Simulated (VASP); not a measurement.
Crystal: CdS.

```
Cd S
1.0
     0.00000    2.75324    2.75324
     2.75324    0.00000    2.75324
     2.75324    2.75324    0.00000
Cd S
1 1
Direct
  0.00000 0.00000 0.00000
  0.50000 0.50000 0.50000
```

```yaml
Program: VASP 6.6.1
Task: relaxation of cell and atoms
Functional: r2SCAN
Dispersion: D4
Potentials_or_basis: VASP PAW PBE potentials, release 64 (Cd, S)
Cutoff: 600 eV
k_mesh: 6 × 6 × 6
Occupations: fermi-dirac, width 0.01 eV
Spin: no spin polarisation
```

At the start: pressure -2.8 GPa; volume 20.87 Å³/atom.

Problem. How do energy, volume and symmetry change on relaxing?

Solution. Over 3 steps the energy falls by 6.7 meV/atom and the volume is 20.14 Å³/atom (-3.5 %); space group Fm-3m (No. 225, to 0.05 Å).

The path:
```csv
step,energy change (eV),largest force (eV/Å),pressure (GPa),volume (Å³)
1,0.0000,0.0000,-2.81,41.74
2,-0.0100,0.0000,1.58,39.57
3,-0.0134,0.0000,0.01,40.27
```

Final structure:
```yaml
crystal:
  lattice:
    - [0.00000, 2.72054, 2.72054]
    - [2.72054, 0.00000, 2.72054]
    - [2.72054, 2.72054, 0.00000]
  atoms:
    - { symbol: Cd, position: [0.00000, 0.00000, 0.00000] }
    - { symbol: S, position: [0.50000, 0.50000, 0.50000] }
```

Caveat: the PAW data sets were made with another functional, which shifts forces and pressure a little.
